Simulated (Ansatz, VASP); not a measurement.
ZrB2: VASP beside Ansatz

```xyz
3
Lattice="3.1700 0.0000 0.0000 -1.5850 2.7453 0.0000 0.0000 0.0000 3.5330" Properties=species:S:1:pos:R:3 pbc="T T T"
Zr    0.0000    0.0000    0.0000
B     1.5850    0.9151    1.7665
B     0.0000    1.8302    1.7665
```

Alike in both runs: task single point; functional PBE; k mesh 10 × 10 × 8; occupations gaussian, width 0.029 eV; no spin polarisation.

|  | VASP | Ansatz |
| --- | --- | --- |
| version | VASP 6.6.1 | Ansatz 0.2.0 |
| potentials or method | VASP PAW PBE potentials, release 64 (Zr_sv, B) | Ansatz PAW |
| plane-wave cutoff (eV) | 520 | 420 |
| valence electrons in the cell | 18 | 18 |

```tsv
	VASP	Ansatz	Ansatz less VASP
gap on the k mesh at the Fermi level (eV)	none	none	-
pressure (GPa)	0.9	0.8	-0.14
traceless stress, the component that is largest in VASP (GPa)	0.83	0.79	-0.041
```

A gap of «none» marks a metal or a gap that the smearing closes.
